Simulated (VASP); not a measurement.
# MoS (Pm-3m) in VASP: further runs

MoS is run at these levels: r2SCAN+U; tasks: single point.

Everything below comes from runs of VASP 6.6.1. Logs are shortened: lines on timing, memory, paths and dates and some standing lists are left out, and cuts for length are marked.

### Step 1. The cell of the first run

The structure is cubic, space group Pm-3m (No. 221). The conventional cell has a = 3.393 Å, b = 3.393 Å, c = 3.393 Å, α = 90.00°, β = 90.00°, γ = 90.00°. Mo (site symmetry m-3m) has 8 S at 2.94 Å and 6 Mo at 3.39 Å within 3.9 Å. S (site symmetry m-3m) has 8 Mo at 2.94 Å and 6 S at 3.39 Å within 3.9 Å.

### Step 2. Single point, r2SCAN+U, collinear spin

Input file POSCAR:

```
MoS
1.0
    3.3928908462      0.0000000000      0.0000000000
    0.0000000000      3.3928908462      0.0000000000
    0.0000000000      0.0000000000      3.3928908462
Mo S
1 1
Direct
    0.0000000000      0.0000000000      0.0000000000
    0.5000000000      0.5000000000      0.5000000000
```

Input file INCAR.step1:

```
PREC = Accurate
ENCUT = 520
ISMEAR = 0
SIGMA = 0.1
LREAL = F
LASPH = T
NELM = 150
ISPIN = 2
MAGMOM = 2 0
LMAXMIX = 4
LDAU = T
LDAUTYPE = 2
LDAUL = 2 -1
LDAUU = 4.38 0
LDAUJ = 0 0
NBANDS = 21
GGA = PE
ALGO = Normal
EDIFF = 1E-4
LWAVE = T
LCHARG = F
```

Input file INCAR.step2:

```
PREC = Accurate
ENCUT = 520
EDIFF = 1E-6
ISMEAR = 0
SIGMA = 0.1
LREAL = F
LASPH = T
NELM = 150
ALGO = Normal
ISIF = 2
LWAVE = F
LCHARG = T
ISPIN = 2
MAGMOM = 2 0
LORBIT = 11
LMAXMIX = 4
LDAU = T
LDAUTYPE = 2
LDAUL = 2 -1
LDAUU = 4.38 0
LDAUJ = 0 0
LDAUPRINT = 1
METAGGA = R2SCAN
LMIXTAU = T
LELF = T
LVHAR = T
NBANDS = 21
ISTART = 1
```

Input file KPOINTS:

```
Automatic mesh
0
Gamma
  12 12 12
```

Potentials or basis: VASP PAW PBE potentials, release 64 (Mo_sv, S).

Started as:

```console
cat potpaw_PBE.64/Mo_sv/POTCAR potpaw_PBE.64/S/POTCAR > POTCAR
cp INCAR.step1 INCAR
mpirun -np 1 vasp_std > vasp.out
cp INCAR.step2 INCAR
mpirun -np 1 vasp_std > vasp.out
```

OUTCAR:

```text
PREC = Accurate
   ENCUT = 520
   EDIFF = 1E-6
   ISMEAR = 0
   LREAL = F
   LASPH = T
   NELM = 150
   ISIF = 2
   ISPIN = 2
   LORBIT = 11
   METAGGA = R2SCAN
   ISTART = 1

 ion  position               nearest neighbor table
   1  0.000  0.000  0.000-   2 2.94   2 2.94   2 2.94   2 2.94   2 2.94   2 2.94   2 2.94   2 2.94

   2  0.500  0.500  0.500-   1 2.94   1 2.94   1 2.94   1 2.94   1 2.94   1 2.94   1 2.94   1 2.94

  LATTYP: Found a simple cubic cell.
 ALAT       =     3.3928908462

  Lattice vectors:

 A1 = (   3.3928908462,   0.0000000000,   0.0000000000)
 A2 = (   0.0000000000,   3.3928908462,   0.0000000000)
 A3 = (   0.0000000000,   0.0000000000,   3.3928908462)

Analysis of symmetry for initial positions (statically):
=====================================================================
 Subroutine PRICEL returns:
 Original cell was already a primitive cell.

 Routine SETGRP: Setting up the symmetry group for a
 simple cubic supercell.

 Subroutine GETGRP returns: Found 48 space group operations
 (whereof 48 operations were pure point group operations)
 out of a pool of 48 trial point group operations.

The static configuration has the point symmetry O_h .

Analysis of symmetry for dynamics (positions and initial velocities):
=====================================================================
 Subroutine PRICEL returns:
 Original cell was already a primitive cell.

 Routine SETGRP: Setting up the symmetry group for a
 simple cubic supercell.

 Subroutine GETGRP returns: Found 48 space group operations
 (whereof 48 operations were pure point group operations)
 out of a pool of 48 trial point group operations.

The dynamic configuration has the point symmetry O_h .

Analysis of structural, dynamic, and magnetic symmetry:
=====================================================================
 Subroutine PRICEL returns:
 Original cell was already a primitive cell.

 Routine SETGRP: Setting up the symmetry group for a
 simple cubic supercell.

 Subroutine GETGRP returns: Found 48 space group operations
 (whereof 48 operations were pure point group operations)
 out of a pool of 48 trial point group operations.

The overall configuration has the point symmetry O_h .

 Subroutine INISYM returns: Found 48 space group operations
 (whereof 48 operations are pure point group operations),
 and found     1 'primitive' translations

----------------------------------------------------------------------------------------

                                     Primitive cell

  volume of cell :      39.0580

  direct lattice vectors                    reciprocal lattice vectors
     3.392890846  0.000000000  0.000000000     0.294733914  0.000000000  0.000000000
     0.000000000  3.392890846  0.000000000     0.000000000  0.294733914  0.000000000
     0.000000000  0.000000000  3.392890846     0.000000000  0.000000000  0.294733914

  length of vectors
     3.392890846  3.392890846  3.392890846     0.294733914  0.294733914  0.294733914

  position of ions in fractional coordinates (direct lattice)
     0.000000000  0.000000000  0.000000000
     0.500000000  0.500000000  0.500000000

  ion indices of the primitive-cell ions
   primitive index   ion index
                 1           1
                 2           2

----------------------------------------------------------------------------------------

 KPOINTS: Automatic mesh

Automatic generation of k-mesh.
[... 59 lines left out ...]
   ICHARG =      0    charge: 1-file 2-atom 10-const
   ISPIN  =      2    spin polarized calculation?
   LNONCOLLINEAR =      F non collinear calculations
   LSORBIT =      F    spin-orbit coupling
   LASPH  =      T    aspherical Exc in radial PAW
   ENCUT  =  520.0 eV  38.22 Ry    6.18 a.u.   6.31  6.31  6.31*2*pi/ulx,y,z
   NELM   =    150;   NELMIN=  2; NELMDL=  0     # of ELM steps
   EDIFF  = 0.1E-05   stopping-criterion for ELM
   LREAL  =      F    real-space projection
   EDIFFG = 0.1E-04   stopping-criterion for IOM
   NSW    =      0    number of steps for IOM
   IBRION =     -1    ionic relax: 0-MD 1-quasi-New 2-CG
   NFREE  =      0    steps in history (QN), initial steepest desc. (CG)
   ISIF   =      2    stress and relaxation
   ISYM   =      2    0-nonsym 1-usesym 2-fastsym
   POTIM  = 0.5000    time-step for ionic-motion
   TEBEG  =    0.0;   TEEND  =   0.0 temperature during run
   PSTRESS=    0.0 pullay stress
   NELECT =      20.0000    total number of electrons
   NUPDOWN=      -1.0000    fix difference up-down
   EMIN   =  10.00;   EMAX   =-10.00  energy-range for DOS
   EFERMI =   0.00;   METHOD = LEGACY
   ISMEAR =     0;   SIGMA  =   0.10  broadening in eV -4-tet -1-fermi 0-gaus
   EFERMI_NEDOS =   21; number of points for ismear=-14 and -15
   IALGO  =     38    algorithm
   IMIX   =      4    mixing-type and parameters
     AMIX     =   0.40;   BMIX     =  1.00
     AMIX_MAG =   1.60;   BMIX_MAG =  1.00
  volume/ion in A,a.u.               =      19.53       131.79
  Fermi-wavevector in a.u.,A,eV,Ry     =   1.309729  2.475030 23.339316  1.715391
  Thomas-Fermi vector in A             =   2.440308
   LORBIT       =     11    0 simple, 1 ext, 2 COOP (PROOUT), +10 PAW based schemes
 LDA+U is selected, type is set to LDAUTYPE =  2
   angular momentum for each species LDAUL =     2   -1
   U (eV)           for each species LDAUU =   4.4  0.0
   J (eV)           for each species LDAUJ =   0.0  0.0
   METAGGA = R2SCAN    functional components
   LHFCALC =     F    Hartree Fock is set to
   AEXX    =    0.0000 exact exchange contribution
   IVDW    =     0    specifies the selected vdW correction
   LEPSILON=     F    determine dielectric tensor
   LRPA    =     F    only Hartree local field effects (RPA)
 spin polarized calculation
 Gauss-broadening in eV      SIGMA  =   0.10
  energy-cutoff  :      520.00
  volume of cell :       39.06
 maximum number of plane-waves:      1068
 NGX is ok and might be reduce to    28

atom =   1  type =  1  l = 2

 onsite density matrix

spin component  1

  0.7165  0.0000 -0.0000 -0.0000  0.0000
  0.0000  0.7165 -0.0000 -0.0000  0.0000
 -0.0000 -0.0000  0.8440 -0.0000  0.0000
 -0.0000 -0.0000 -0.0000  0.7165 -0.0000
  0.0000  0.0000  0.0000 -0.0000  0.8440

spin component  2

  0.0410 -0.0000 -0.0000  0.0000 -0.0000
 -0.0000  0.0410  0.0000  0.0000 -0.0000
 -0.0000  0.0000  0.0083 -0.0000 -0.0000
  0.0000  0.0000 -0.0000  0.0410  0.0000
 -0.0000 -0.0000 -0.0000  0.0000  0.0083

 occupancies and eigenvectors

  o =  0.0083  v =  0.0000  0.0000  0.0000  0.0000  0.0000  0.0000 -0.0000  1.0000  0.0000  0.0020      0.0000  0.0000  0.0000  0.0000  0.0000  0.0000  0.0000  0.0000  0.0000  0.0000
  o =  0.0083  v =  0.0000  0.0000  0.0000  0.0000  0.0000 -0.0000 -0.0000  0.0020  0.0000 -1.0000      0.0000  0.0000  0.0000  0.0000  0.0000  0.0000  0.0000  0.0000  0.0000  0.0000
  o =  0.0410  v =  0.0000  0.0000  0.0000  0.0000  0.0000 -0.0360 -0.9979 -0.0000  0.0547  0.0000      0.0000  0.0000  0.0000  0.0000  0.0000  0.0000  0.0000  0.0000  0.0000  0.0000
  o =  0.0410  v =  0.0000  0.0000  0.0000  0.0000  0.0000 -0.1313  0.0590 -0.0000  0.9896  0.0000      0.0000  0.0000  0.0000  0.0000  0.0000  0.0000  0.0000  0.0000  0.0000  0.0000
  o =  0.0410  v =  0.0000  0.0000  0.0000  0.0000  0.0000  0.9907 -0.0284 -0.0000  0.1332 -0.0000      0.0000  0.0000  0.0000  0.0000  0.0000  0.0000  0.0000  0.0000  0.0000  0.0000
  o =  0.7165  v =  1.0000  0.0000  0.0000  0.0000  0.0000  0.0000  0.0000  0.0000  0.0000  0.0000      0.0000  0.0000  0.0000  0.0000  0.0000  0.0000  0.0000  0.0000  0.0000  0.0000
  o =  0.7165  v =  0.0000 -0.4298 -0.0000  0.9029  0.0000  0.0000  0.0000  0.0000  0.0000  0.0000      0.0000  0.0000  0.0000  0.0000  0.0000  0.0000  0.0000  0.0000  0.0000  0.0000
  o =  0.7165  v =  0.0000 -0.9029  0.0000 -0.4298  0.0000  0.0000  0.0000  0.0000  0.0000  0.0000      0.0000  0.0000  0.0000  0.0000  0.0000  0.0000  0.0000  0.0000  0.0000  0.0000
  o =  0.8440  v =  0.0000  0.0000 -0.0213 -0.0000  0.9998  0.0000  0.0000  0.0000  0.0000  0.0000      0.0000  0.0000  0.0000  0.0000  0.0000  0.0000  0.0000  0.0000  0.0000  0.0000
  o =  0.8440  v =  0.0000  0.0000  0.9998  0.0000  0.0213  0.0000  0.0000  0.0000  0.0000  0.0000      0.0000  0.0000  0.0000  0.0000  0.0000  0.0000  0.0000  0.0000  0.0000  0.0000

 number of electron      19.9999998 magnetization       4.0000286

 Free energy of the ion-electron system (eV)
  ---------------------------------------------------
  ext. energy  EPLUGINS =         0.00000000
  ---------------------------------------------------
  free energy    TOTEN  =       -30.19780075 eV

  energy without entropy =      -30.19574971  energy(sigma->0) =      -30.19677523

 E-fermi :   7.9889     XC(G=0): -11.4856

 val. band max:        7.9877532748   @ k =   0.3333   0.0833   0.0833
 cond. band min:       7.9999276353   @ k =   0.4167   0.3333   0.3333
 fundamental gap:      0.0121743605
 Fermi energy:         7.9889295054

 spin component 1

 k-point     1 :       0.0000    0.0000    0.0000
  band No.  band energies     occupation
      1     -55.9045      1.00000
      2     -29.4475      1.00000
      3     -29.4475      1.00000
      4     -29.4475      1.00000
      5      -6.8478      1.00000
      6       3.1901      1.00000
[... 1145 lines left out ...]
     20      22.7727      0.00000
     21      25.8892      0.00000

 [... further k-points ...]
[... 5 lines left out ...]
  --------------------------------------------------------------------------------------
  -------------------------------------------------------------------------------------
  Total       -0.6904789     -0.6904789     -0.6904789     -0.0000000     -0.0000000      0.0000000
  in kB      -28.3237856    -28.3237856    -28.3237856     -0.0000000     -0.0000000      0.0000000
  external PRESSURE =     -28.3237856 kB  Pullay stress =       0.0000000 kB

 VOLUME and BASIS-vectors are now :
 -----------------------------------------------------------------------------
  energy-cutoff  :      520.00
  volume of cell :       39.06
      direct lattice vectors                 reciprocal lattice vectors
     3.392890846  0.000000000  0.000000000     0.294733914  0.000000000  0.000000000
     0.000000000  3.392890846  0.000000000     0.000000000  0.294733914  0.000000000
     0.000000000  0.000000000  3.392890846     0.000000000  0.000000000  0.294733914

 POSITION                                       TOTAL-FORCE (eV/Angst)
 -----------------------------------------------------------------------------------
      0.00000      0.00000      0.00000         0.000000      0.000000      0.000000
      1.69645      1.69645      1.69645         0.000000      0.000000      0.000000
 -----------------------------------------------------------------------------------
    total drift:                               -0.000000      0.000000      0.000000

  FREE ENERGIE OF THE ION-ELECTRON SYSTEM (eV)
  ---------------------------------------------------
  free  energy   TOTEN  =       -30.1978007475 eV

  energy  without entropy=      -30.1957497069  energy(sigma->0) =      -30.19677523

 total charge

# of ion       s       p       d       tot
------------------------------------------
    1        2.146   6.043   3.943  12.133
    2        1.354   2.319   0.000   3.673
--------------------------------------------------
tot          3.500   8.363   3.943  15.806

 magnetization (x)

# of ion       s       p       d       tot
------------------------------------------
    1        0.062   0.040   3.670   3.772
    2        0.026  -0.262   0.000  -0.237
--------------------------------------------------
tot          0.087  -0.222   3.670   3.535
```

Run time: 10 min. Hardware: 1 thread of Intel Xeon Platinum 8488C (Sapphire Rapids), shared host; peak memory 0.25 GiB.

What came out:

| Property | Result |
| --- | --- |
| Free energy | -30.1978 eV |
| Pressure | -2.8 GPa |
| Band gap on the k mesh | zero (filled and empty bands overlap) |
| Net moment | 4.00 μB per cell |
| Site moments | Mo +3.77; S -0.24 μB |
| Valence electrons inside the program's atomic spheres | Mo 12.13; S 3.67 |

Eigenvalues of the final occupation matrices:
| site | spin | trace | eigenvalues |
| --- | --- | --- | --- |
| site 1 d | 1 | 3.84 | 0.72 0.72 0.72 0.84 0.84 |
| site 1 d | 2 | 0.14 | 0.01 0.01 0.04 0.04 0.04 |

Caveat: the PAW data sets were made with another functional, which shifts forces and pressure a little.

### Step 3. Single point, r2SCAN+U, collinear spin

This run uses another cell than the first one: it holds 4 atoms, not 2.

Input file POSCAR:

```
MoS
1.0
    3.3928908462      0.0000000000      0.0000000000
    0.0000000000      3.3928908462      3.3928908462
    0.0000000000      0.0000000000      6.7857816924
Mo S
2 2
Direct
    0.0000000000      0.0000000000      0.0000000000
    0.0000000000      0.0000000000      0.5000000000
    0.5000000000      0.5000000000      0.0000000000
    0.5000000000      0.5000000000      0.5000000000
```

Input file INCAR.step1:

```
PREC     = Accurate       # precision mode
ENCUT    = 520            # plane-wave cutoff, eV
ISMEAR   = 0              # smearing method
SIGMA    = 0.1            # smearing width, eV
LREAL    = False          # projectors in reciprocal space
LASPH    = True           # aspherical terms in the spheres
NELM     = 150            # most SCF steps
ISPIN    = 2              # spin polarisation
MAGMOM   = 2 -2 0 0       # initial moments
LMAXMIX  = 4              # l up to which the mixer works
LDAU     = True           # DFT+U
LDAUTYPE = 2            
LDAUL    = 2 -1           # shell
LDAUU    = 4.38 0         # U, eV
LDAUJ    = 0 0          
NBANDS   = 32             # bands
GGA      = PE             # functional
ALGO     = Normal         # electronic algorithm
EDIFF    = 1E-4           # SCF threshold, eV
LWAVE    = True           # write WAVECAR
LCHARG   = False          # write CHGCAR
KPAR     = 4
```

Input file INCAR.step2:

```
PREC     = Accurate       # precision mode
ENCUT    = 520            # plane-wave cutoff, eV
EDIFF    = 1E-6           # SCF threshold, eV
ISMEAR   = 0              # smearing method
SIGMA    = 0.1            # smearing width, eV
LREAL    = False          # projectors in reciprocal space
LASPH    = True           # aspherical terms in the spheres
NELM     = 150            # most SCF steps
ALGO     = Normal         # electronic algorithm
ISIF     = 2              # what is computed and relaxed
LWAVE    = False          # write WAVECAR
LCHARG   = True           # write CHGCAR
ISPIN    = 2              # spin polarisation
MAGMOM   = 2 -2 0 0       # initial moments
LORBIT   = 11             # projections on sites
LMAXMIX  = 4              # l up to which the mixer works
LDAU     = True           # DFT+U
LDAUTYPE = 2            
LDAUL    = 2 -1           # shell
LDAUU    = 4.38 0         # U, eV
LDAUJ    = 0 0          
LDAUPRINT= 1            
METAGGA  = R2SCAN         # meta-GGA
LMIXTAU  = True         
LVHAR    = True         
NBANDS   = 32             # bands
ISTART   = 1            
KPAR     = 4
```

Input file KPOINTS:

```
Automatic mesh
0
Gamma
  12 12 6
```

Potentials or basis: VASP PAW PBE potentials, release 64 (Mo_sv, S).

Started as:

```console
cat potpaw_PBE.64/Mo_sv/POTCAR potpaw_PBE.64/S/POTCAR > POTCAR
cp INCAR.step1 INCAR
mpirun -np 4 vasp_std > vasp.out
cp INCAR.step2 INCAR
mpirun -np 4 vasp_std > vasp.out
```

Wall time 15 min (4 MPI ranks of Oxide Virtual Turin-like, shared host); peak memory 0.52 GiB.

It converged, with:

```
Free energy                                           : -60.6529 eV
Pressure                                              : -6.9 GPa
Band gap on the k mesh                                : zero (filled and empty bands overlap)
Net moment                                            : 0.00 μB per cell
Site moments                                          : Mo +3.64, -3.64; S +0.00 μB
Valence electrons inside the program's atomic spheres : Mo 12.09; S 3.66
```

Stress tensor (GPa, compression positive):
```
-5.41  0.00  0.00
 0.00 -7.70  0.00
 0.00  0.00 -7.70
```

Levels at points of the mesh, in eV from the Fermi level:
Spin up:
| k point | band 16 | band 17 | band 18 | band 19 | band 20 | band 21 | band 22 | band 23 | band 24 | band 25 |
| --- | --- | --- | --- | --- | --- | --- | --- | --- | --- | --- |
| (0.00, 0.00, 0.00) | -2.10 | -2.03 | -2.03 | -2.02 | -1.32 | -1.10 | 0.08 | 2.00 | 3.81 | 3.92 |
| (0.50, 0.00, 0.00) | -2.98 | -2.98 | -1.10 | 0.47 | 1.45 | 1.45 | 3.28 | 3.46 | 3.46 | 4.55 |
| (0.00, 0.50, 0.00) | -3.44 | -2.35 | -2.23 | 0.23 | 0.23 | 1.70 | 3.36 | 4.72 | 4.99 | 4.99 |
| (0.50, 0.50, 0.00) | -2.51 | -2.27 | -2.27 | -1.97 | -1.36 | -0.85 | 0.86 | 3.10 | 3.23 | 3.23 |
| (0.00, 0.00, 0.50) | -3.33 | -2.07 | -1.90 | -1.82 | -0.83 | 0.44 | 2.05 | 3.57 | 3.81 | 3.89 |
| (0.50, 0.00, 0.50) | -3.20 | -3.08 | -2.14 | -2.02 | -0.62 | 1.38 | 2.30 | 2.41 | 3.34 | 4.32 |
Spin down:
| k point | band 17 | band 18 | band 19 | band 20 | band 21 | band 22 | band 23 | band 24 |
| --- | --- | --- | --- | --- | --- | --- | --- | --- |
| (0.00, 0.00, 0.00) | -2.03 | -2.03 | -2.02 | -1.32 | -1.10 | 0.08 | 2.00 | 3.81 |
| (0.50, 0.00, 0.00) | -2.98 | -1.10 | 0.47 | 1.45 | 1.45 | 3.28 | 3.46 | 3.46 |
| (0.00, 0.50, 0.00) | -2.35 | -2.23 | 0.23 | 0.23 | 1.70 | 3.36 | 4.72 | 4.99 |
| (0.50, 0.50, 0.00) | -2.27 | -2.27 | -1.97 | -1.36 | -0.85 | 0.86 | 3.10 | 3.23 |
| (0.00, 0.00, 0.50) | -2.07 | -1.90 | -1.82 | -0.83 | 0.44 | 2.05 | 3.57 | 3.81 |
| (0.50, 0.00, 0.50) | -3.08 | -2.14 | -2.02 | -0.62 | 1.38 | 2.30 | 2.41 | 3.34 |

Eigenvalues of the final occupation matrices:
| site | spin | trace | eigenvalues |
| --- | --- | --- | --- |
| site 1 d | 1 | 3.75 | 0.63 0.74 0.74 0.82 0.82 |
| site 1 d | 2 | 0.18 | 0.02 0.03 0.04 0.05 0.05 |
| site 2 d | 1 | 0.18 | 0.02 0.03 0.04 0.05 0.05 |
| site 2 d | 2 | 3.75 | 0.63 0.74 0.74 0.82 0.82 |

Caveat: the cell stands under tension; the PAW data sets were made with another functional, which shifts forces and pressure a little.

The gap in the log of VASP goes by the Fermi energy; the results here count the filled bands.